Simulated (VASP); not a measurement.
Crystal: BeZn2Te3.

```
CELL_PARAMETERS angstrom
-0.00346 0.04122 -6.98793
6.28925 -3.74758 0.02486
-6.23902 -3.66065 0.01856
ATOMIC_POSITIONS crystal
Be 0.98047 0.84345 0.85444
Be 0.50821 0.20177 0.16195
Zn 0.98100 0.15651 0.50293
Zn 0.99257 0.48774 0.16343
Zn 0.51622 0.47937 0.83337
Zn 0.50769 0.84249 0.50845
Te 0.85789 0.13757 0.14298
Te 0.87805 0.50734 0.82738
Te 0.88758 0.83811 0.52581
Te 0.35002 0.84512 0.84814
Te 0.41456 0.18193 0.46884
Te 0.37574 0.47859 0.16229
```

| Quantity | Value |
| --- | --- |
| Program | VASP 6.6.1 |
| Task | relaxation of cell and atoms |
| Functional | PBE |
| Potentials or basis | VASP PAW PBE potentials, release 64 (Be, Zn, Te) |
| Cutoff | 600 eV |
| k mesh | 2 × 2 × 2 |
| Occupations | gaussian, width 0.1 eV |
| Spin | no spin polarisation |

At the start: pressure 1.1 GPa; volume 27.02 Å³/atom.

Q: Where does the relaxation end?

A: Over 16 steps the energy falls by 76.7 meV/atom and the volume is 27.06 Å³/atom (+0.1 %); space group P1 (No. 1, to 0.1 Å) before, Cmc2_1 (No. 36, to 0.1 Å).

Step by step:
```tsv
step	energy change (eV)	largest force (eV/Å)	pressure (GPa)	volume (Å³)
1	0.0000	1.8817	1.06	324.26
2	-0.5017	1.0635	-0.79	332.73
3	-0.5792	0.7561	-1.65	338.54
4	-0.7950	0.6303	-0.17	326.21
5	-0.8133	0.6584	0.48	321.73
6	-0.8786	0.3279	0.12	323.81
7	-0.8898	0.1845	-0.05	325.12
8	-0.9033	0.1320	-0.05	324.85
9	-0.9069	0.1390	-0.01	324.61
10	-0.9132	0.1029	0.02	324.35
11	-0.9149	0.1053	0.05	324.13
12	-0.9190	0.0558	-0.02	324.67
13	-0.9193	0.0638	-0.06	324.87
14	-0.9206	0.0317	0.05	324.11
15	-0.9206	0.0314	0.05	324.12
16	-0.9210	0.0209	-0.05	324.73
```

Final structure:
```yaml
crystal:
  lattice:
    - [-0.00082, 0.00074, -6.95979]
    - [6.35077, -3.67011, 0.00135]
    - [-6.35270, -3.67569, -0.00053]
  atoms:
    - { symbol: Be, position: [0.99727, 0.83835, 0.84054] }
    - { symbol: Be, position: [0.49745, 0.16136, 0.15995] }
    - { symbol: Zn, position: [0.00149, 0.16537, 0.49421] }
    - { symbol: Zn, position: [0.00215, 0.49195, 0.16796] }
    - { symbol: Zn, position: [0.50212, 0.50871, 0.83222] }
    - { symbol: Zn, position: [0.50164, 0.83442, 0.50519] }
    - { symbol: Te, position: [0.85471, 0.14659, 0.14850] }
    - { symbol: Te, position: [0.88498, 0.51732, 0.83474] }
    - { symbol: Te, position: [0.88436, 0.83211, 0.51922] }
    - { symbol: Te, position: [0.35464, 0.85367, 0.85117] }
    - { symbol: Te, position: [0.38417, 0.16798, 0.48098] }
    - { symbol: Te, position: [0.38501, 0.48217, 0.16531] }
```

Caveat: the k points lie up to 0.49 Å⁻¹ apart in the final cell.
